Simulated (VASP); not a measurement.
Input of a VASP 6.6.1 run:

File INCAR:

```
ALGO = Normal
EDIFF = 1E-6
ENCUT = 520
GGA = PE
ISIF = 2
ISMEAR = 0
LASPH = T
LCHARG = F
LREAL = F
LWAVE = F
NBANDS = 72
NELM = 80
PREC = Accurate
SIGMA = 0.1
```

The input KPOINTS:

```
k-points
0
Gamma
  4 4 2
```

Contents of POSCAR:

```
Sn3Se2S
1.0
    2.1162780000     -5.9916931000      0.0000000000
    2.1162780000      5.9916931000      0.0000000000
    0.0000000000      0.0000000000     12.7281192000
Sn Se S
6 4 2
Direct
    0.3678720000      0.6321280000      0.4089660000
    0.3757160000      0.6242840000      0.7500000000
    0.3678720000      0.6321280000      0.0910340000
    0.6321280000      0.3678720000      0.5910340000
    0.6321280000      0.3678720000      0.9089660000
    0.6242840000      0.3757160000      0.2500000000
    0.1395570000      0.8604430000      0.4194280000
    0.1395570000      0.8604430000      0.0805720000
    0.8604430000      0.1395570000      0.5805720000
    0.8604430000      0.1395570000      0.9194280000
    0.1587800000      0.8412200000      0.7500000000
    0.8412200000      0.1587800000      0.2500000000
```

Potentials or basis: VASP PAW PBE potentials, release 64 (Sn_d, Se, S).

Command:

```sh
$ cat potpaw_PBE.64/Sn_d/POTCAR potpaw_PBE.64/Se/POTCAR potpaw_PBE.64/S/POTCAR > POTCAR
$ mpirun -np 1 vasp_std > vasp.out
```

Q: Predict the pressure.

A: -0.1 GPa.

Q: What does it give for the band gap on the k mesh?

A: 0.25 eV.

Q: Predict the largest force.

A: 0.046 eV/Å.

Forces on the atoms (eV/Å):
```
Sn   0.000  0.015 -0.012
Sn   0.000  0.046  0.000
Sn   0.000  0.015  0.012
Sn   0.000 -0.015  0.012
Sn   0.000 -0.015 -0.012
Sn   0.000 -0.046  0.000
Se   0.000  0.033  0.000
Se   0.000  0.033  0.000
Se   0.000 -0.033  0.000
Se   0.000 -0.033  0.000
S    0.000  0.013  0.000
S    0.000 -0.013  0.000
```

Caveat: semilocal functionals underestimate gaps, and a narrow one can read as zero; spin-orbit coupling is left out, which moves the levels of the heavy elements. A k mesh can miss the band edges.
